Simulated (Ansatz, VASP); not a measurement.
## One calculation of Ir, two programs

```
Ir
1.0
     0.00000    1.91970    1.77572
     1.91970    0.00000    1.77572
     1.91970    1.91970    0.00000
Ir
1
Direct
  0.00000 0.00000 0.00000
```

Change from the starting cell: strain -0.0750 x Voigt [0, 0, 1, 0, 0, 0], atoms carried along.

Alike in both runs: task single point; functional PBEsol; k mesh 22 × 22 × 22; occupations gaussian, width 0.15 eV; no spin polarisation.

```csv
,VASP,Ansatz
version,VASP 6.6.1,Ansatz 0.2.0
potentials or method,"VASP PAW PBE potentials, release 64 (Ir), cutoff 520 eV","scalar-relativistic, plane waves, PAW"
valence electrons in the cell,9,17
```

Ansatz gave:

- gap on the k mesh at the Fermi level (eV): none
- pressure (GPa): 34.3
- traceless stress, the component that is largest in VASP (GPa): 22.59

Question: Estimate VASP's values.

Answer: gap on the k mesh at the Fermi level (eV): none; pressure (GPa): 36.1; traceless stress, the component that is largest in VASP (GPa): 22.58.

VASP's potentials were made for PBE, not for PBEsol. A gap of «none» marks a metal or a gap that the smearing closes. Both programs put the cell under a high pressure, so it lies far from rest at this level. VASP's potentials hold 9 valence electrons a cell and Ansatz's 17, so a difference there can come from the potentials and not from the codes.

Spin-orbit coupling is off throughout.
